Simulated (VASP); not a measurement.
Here is a VASP 6.6.1 calculation.

Contents of INCAR:

```
SYSTEM = PbSe
ALGO = Normal ; EDIFF = 1E-6
ENCUT = 500 ; GGA = PE
GGA_COMPAT = .False. ; ISIF = 2
ISMEAR = 0 ; LASPH = .True.
LCHARG = .True. ; LELF = .True.
LREAL = .False. ; LVHAR = .True.
LWAVE = .False. ; NBANDS = 17
NELM = 120 ; PREC = Accurate
SIGMA = 0.01
```

The input KPOINTS:

```
k-points
0
Gamma
  10 10 10
  0 0 0
```

File POSCAR:

```
PbSe
1.0
    0.0000000000      3.1088964466      3.1088964466
    3.1088964466      0.0000000000      3.1088964466
    3.1088964466      3.1088964466      0.0000000000
Pb Se
1 1
Direct
    0.0000000000      0.0000000000      0.0000000000
    0.5000000000      0.5000000000      0.5000000000
```

Potentials or basis: VASP PAW PBE potentials, release 64 (Pb_d, Se).

The run is started by

```sh
$ cat potpaw_PBE.64/Pb_d/POTCAR potpaw_PBE.64/Se/POTCAR > POTCAR
$ mpirun -np 1 vasp_std > vasp.out
```

(1) Estimate the band gap on the k mesh.

(2) What does it give for the pressure?

## Answers

(1) 0.44 eV.

(2) 0.0 GPa.

Caveat: spin-orbit coupling is left out, which moves the levels of the heavy elements.
